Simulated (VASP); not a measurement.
# AlN (P6_3/mmc) in VASP: a series of runs, part 2 of 2

VASP 6.6.1. Earlier steps stand in the parts before.

### Step 4. Single point, LDA

This run uses another cell than the first one, of 8.24 Å³/atom, 0.979 times its volume.

The input, INCAR:

```
SYSTEM = AlN
PREC = Accurate ; ENCUT = 520
EDIFF = 1E-6 ; ISMEAR = -1
SIGMA = 0.02 ; LREAL = .FALSE.
LASPH = .TRUE. ; NELM = 100
ALGO = Normal ; ISIF = 2
LWAVE = .FALSE. ; LCHARG = .FALSE.
GGA = CA ; NBANDS = 16
```

The input, KPOINTS:

```
Automatic mesh
0
G
  12 12 6
  0 0 0
```

The input, POSCAR:

```
AlN
1.0
    2.8118470242      0.0000000000      0.0000000000
   -1.4059235121      2.4351309545      0.0000000000
    0.0000000000      0.0000000000      4.8128222213
Al N
2 2
Direct
    0.0000000000      0.0000000000      0.0000000000
    0.0000000000      0.0000000000      0.5000000000
    0.3333333333      0.6666666667      0.2500000000
    0.6666666667      0.3333333333      0.7500000000
```

Potentials or basis: VASP PAW LDA potentials, release 64 (Al, N).

On the command line:

```console
$ cat potpaw_LDA.64/Al/POTCAR potpaw_LDA.64/N/POTCAR > POTCAR
$ mpirun -np 1 vasp_std > vasp.out
```

It took 18 s on 1 thread of Intel Xeon Platinum 8488C (Sapphire Rapids), shared host; peak memory 0.15 GiB.

The run converged. Its results:

| Quantity | Value |
| --- | --- |
| Free energy | -31.7947 eV |
| Pressure | 0.6 GPa |
| Band gap on the k mesh | 4.94 eV, indirect (least direct gap 5.54 eV) |

Levels at points of the mesh, in eV from the valence-band top:
| k point | band 4 | band 5 | band 6 | band 7 | band 8 | band 9 | band 10 | band 11 | band 12 | band 13 |
| --- | --- | --- | --- | --- | --- | --- | --- | --- | --- | --- |
| (0.00, 0.00, 0.00) | -0.89 | -0.89 | -0.59 | 0.00 | 0.00 | 5.54 | 6.54 | 8.89 | 12.44 | 12.44 |
| (0.50, 0.00, 0.00) | -6.35 | -5.19 | -3.17 | -2.62 | -1.15 | 5.27 | 6.35 | 6.75 | 10.80 | 10.95 |
| (0.00, 0.00, 0.50) | -4.98 | -0.46 | -0.46 | -0.46 | -0.46 | 6.88 | 6.88 | 10.46 | 10.46 | 11.91 |
| (0.50, 0.00, 0.50) | -7.96 | -2.75 | -2.75 | -1.97 | -1.97 | 5.66 | 5.66 | 7.05 | 7.05 | 12.99 |

A k mesh can miss the band edges.

### Step 5. Single point, PBE

The input, INCAR:

```
SYSTEM = AlN
ALGO     = Normal         ! electronic algorithm
EDIFF    = 1E-6           ! SCF threshold, eV
ENCUT    = 520            ! plane-wave cutoff, eV
GGA      = PE             ! functional
ISIF     = 2              ! what is computed and relaxed
ISMEAR   = -1             ! smearing method
LASPH    = .True.         ! aspherical terms in the spheres
LCHARG   = .True.         ! write CHGCAR
LELF     = .True.         ! ELF
LREAL    = .False.        ! projectors in reciprocal space
LVHAR    = .True.       
LWAVE    = .False.        ! write WAVECAR
NBANDS   = 16             ! bands
NELM     = 60             ! most SCF steps
PREC     = Accurate       ! precision mode
SIGMA    = 0.02           ! smearing width, eV
```

The input, KPOINTS:

```
k-points
0
Gamma
  12 12 6
  0 0 0
```

The input, POSCAR:

```
AlN
1.0
    2.8328531496      0.0000000000      0.0000000000
   -1.4164265748      2.4533227928      0.0000000000
    0.0000000000      0.0000000000      4.8410108813
Al N
2 2
Direct
    0.0000000000      0.0000000000      0.0000000000
    0.0000000000      0.0000000000      0.5000000000
    0.3333333333      0.6666666667      0.2500000000
    0.6666666667      0.3333333333      0.7500000000
```

Potentials or basis: VASP PAW PBE potentials, release 64 (Al, N).

On the command line:

```console
$ cat potpaw_PBE.64/Al/POTCAR potpaw_PBE.64/N/POTCAR > POTCAR
$ mpirun -np 1 vasp_std > vasp.out
```

Wall time 20 s (1 thread of Intel Xeon Platinum 8488C (Sapphire Rapids), shared host); peak memory 0.17 GiB.

Results (log left out):

```
Free energy            : -28.4419 eV
Pressure               : 6.0 GPa
Band gap on the k mesh : 4.91 eV, indirect (least direct gap 5.18 eV)
```

Stress tensor (GPa, compression positive):
```
5.48 0.00 0.00
0.00 5.48 0.00
0.00 0.00 6.92
```

Levels at points of the mesh, in eV from the valence-band top:
```csv
k point,band 5,band 6,band 7,band 8,band 9,band 10,band 11,band 12
"(0.00, 0.00, 0.00)",-0.85,-0.56,0.00,0.00,5.18,6.38,8.98,12.44
"(0.50, 0.00, 0.00)",-5.04,-3.07,-2.56,-1.10,5.36,6.37,6.65,10.84
"(0.00, 0.00, 0.50)",-0.44,-0.44,-0.44,-0.44,6.64,6.64,10.43,10.43
"(0.50, 0.00, 0.50)",-2.68,-2.68,-1.91,-1.91,5.64,5.64,7.13,7.13
```

### Step 6. Single point, LDA

The input, INCAR:

```
PREC = Accurate
ENCUT = 520
EDIFF = 1E-6
ISMEAR = 0
SIGMA = 0.01
LREAL = False
LASPH = True
NELM = 100
ALGO = Normal
ISIF = 2
LWAVE = False
LCHARG = True
GGA = CA
LELF = True
LVHAR = True
NBANDS = 16
```

The input, KPOINTS:

```
regular mesh
0
Gamma
  12 12 6
```

POSCAR is that of step 5.

Potentials or basis: VASP PAW LDA potentials, release 64 (Al, N).

On the command line:

```console
$ cat potpaw_LDA.64/Al/POTCAR potpaw_LDA.64/N/POTCAR > POTCAR
$ mpirun -np 1 vasp_std > vasp.out
```

OUTCAR:

```text
PREC = Accurate
   ENCUT = 520
   EDIFF = 1E-6
   ISMEAR = 0
   LREAL = False
   LASPH = True
   NELM = 100
   ISIF = 2
   GGA = CA

 ion  position               nearest neighbor table
   1  0.000  0.000  0.000-   3 2.03   4 2.03   4 2.03   3 2.03   4 2.03   3 2.03   2 2.42   2 2.42

   2  0.000  0.000  0.500-   3 2.03   4 2.03   4 2.03   3 2.03   4 2.03   3 2.03   1 2.42   1 2.42

   3  0.333  0.667  0.250-   1 2.03   2 2.03   1 2.03   2 2.03   1 2.03   2 2.03
   4  0.667  0.333  0.750-   1 2.03   2 2.03   1 2.03   2 2.03   1 2.03   2 2.03

  LATTYP: Found a hexagonal cell.
 ALAT       =     2.8328531496
 C/A-ratio  =     1.7088816912

  Lattice vectors:

 A1 = (   2.8328531496,   0.0000000000,   0.0000000000)
 A2 = (  -1.4164265748,   2.4533227928,   0.0000000000)
 A3 = (   0.0000000000,   0.0000000000,   4.8410108813)

Analysis of symmetry for initial positions (statically):
=====================================================================
 Subroutine PRICEL returns:
 Original cell was already a primitive cell.

[... 171 lines left out ...]
  ---------------------------------------------------
  free energy    TOTEN  =       -31.78605952 eV

  energy without entropy =      -31.78605952  energy(sigma->0) =      -31.78605952

 E-fermi :   9.6005     XC(G=0): -12.4728

 val. band max:        9.5489718924   @ k =   0.0000   0.0000   0.0000
 cond. band min:      14.3653555443   @ k =   0.5000   0.0000   0.3333
 fundamental gap:      4.8163836519
 Fermi energy:         9.6004503854

 k-point     1 :       0.0000    0.0000    0.0000
  band No.  band energies     occupation
      1      -7.8199      2.00000
      2      -4.8214      2.00000
      3       0.9087      2.00000
      4       8.6913      2.00000
      5       8.6913      2.00000
      6       8.9921      2.00000
[... 433 lines left out ...]
      3       2.7680      2.00000
      4       3.9862      2.00000
      5       4.5944      2.00000
      6       7.3927      2.00000
[... 8 lines left out ...]
     15      21.6216      0.00000
     16      24.8410      0.00000

 [... further k-points ...]
[... 5 lines left out ...]
  --------------------------------------------------------------------------------------
  -------------------------------------------------------------------------------------
  Total       -1.0320544     -1.0320544     -0.9183840      0.0000000      0.0000000     -0.0000000
  in kB      -49.1471544    -49.1471544    -43.7340897      0.0000000      0.0000000     -0.0000000
  external PRESSURE =     -47.3427995 kB  Pullay stress =       0.0000000 kB

 VOLUME and BASIS-vectors are now :
 -----------------------------------------------------------------------------
  energy-cutoff  :      520.00
  volume of cell :       33.64
      direct lattice vectors                 reciprocal lattice vectors
     2.832853150  0.000000000  0.000000000     0.353001002  0.203805223  0.000000000
    -1.416426575  2.453322793  0.000000000     0.000000000  0.407610447  0.000000000
     0.000000000  0.000000000  4.841010881     0.000000000  0.000000000  0.206568426

 POSITION                                       TOTAL-FORCE (eV/Angst)
 -----------------------------------------------------------------------------------
      0.00000      0.00000      0.00000        -0.000000      0.000000     -0.000000
      0.00000      0.00000      2.42051        -0.000000      0.000000     -0.000000
     -0.00000      1.63555      1.21025         0.000000      0.000000      0.000000
      1.41643      0.81777      3.63076        -0.000000     -0.000000     -0.000000
 -----------------------------------------------------------------------------------
    total drift:                               -0.000000      0.000000     -0.000000

  FREE ENERGIE OF THE ION-ELECTRON SYSTEM (eV)
  ---------------------------------------------------
  free  energy   TOTEN  =       -31.7860595219 eV

  energy  without entropy=      -31.7860595219  energy(sigma->0) =      -31.78605952
```

Wall time 18 s (1 thread of Intel Xeon Platinum 8488C (Sapphire Rapids), shared host); peak memory 0.15 GiB.

Results:

| Quantity | Value |
| --- | --- |
| Free energy | -31.7861 eV |
| Pressure | -4.7 GPa |
| Band gap on the k mesh | 4.82 eV, indirect (least direct gap 5.26 eV) |

Levels at points of the mesh, in eV from the valence-band top:
| k point | band 4 | band 5 | band 6 | band 7 | band 8 | band 9 | band 10 | band 11 | band 12 | band 13 |
| --- | --- | --- | --- | --- | --- | --- | --- | --- | --- | --- |
| (0.00, 0.00, 0.00) | -0.86 | -0.86 | -0.56 | 0.00 | 0.00 | 5.26 | 6.37 | 8.87 | 12.25 | 12.25 |
| (0.50, 0.00, 0.00) | -6.22 | -5.07 | -3.10 | -2.58 | -1.10 | 5.24 | 6.22 | 6.61 | 10.64 | 10.82 |
| (0.00, 0.00, 0.50) | -4.89 | -0.44 | -0.44 | -0.44 | -0.44 | 6.65 | 6.65 | 10.31 | 10.31 | 11.77 |
| (0.50, 0.00, 0.50) | -7.82 | -2.68 | -2.68 | -1.92 | -1.92 | 5.55 | 5.55 | 7.01 | 7.01 | 12.73 |

### Step 7. The runs side by side

```tsv
level	potentials or basis	cell	k mesh	smearing	gap on the mesh (eV)	pressure (GPa)
PBE	VASP PAW PBE potentials, release 64 (Al, N)	a = 2.833, b = 2.833, c = 4.841 Å, angles 90.0, 90.0, 120.0°, 4 atoms	6 × 6 × 4	gaussian 0.01 eV	5.00	6.0
LDA	VASP PAW LDA potentials, release 64 (Al, N)	a = 2.812, b = 2.812, c = 4.813 Å, angles 90.0, 90.0, 120.0°, 4 atoms	12 × 12 × 6	fermi-dirac 0.02 eV	4.94	0.6
PBE	VASP PAW PBE potentials, release 64 (Al, N)	a = 2.833, b = 2.833, c = 4.841 Å, angles 90.0, 90.0, 120.0°, 4 atoms	12 × 12 × 6	fermi-dirac 0.02 eV	4.91	6.0
LDA	VASP PAW LDA potentials, release 64 (Al, N)	a = 2.833, b = 2.833, c = 4.841 Å, angles 90.0, 90.0, 120.0°, 4 atoms	12 × 12 × 6	gaussian 0.01 eV	4.82	-4.7
```

Alike in all rows: task single point; no spin polarisation; cutoff (eV) 520.

Caveats: some runs use coarse meshes.

Total energies depend on the potentials used, so only differences within one code and one set of settings carry meaning.
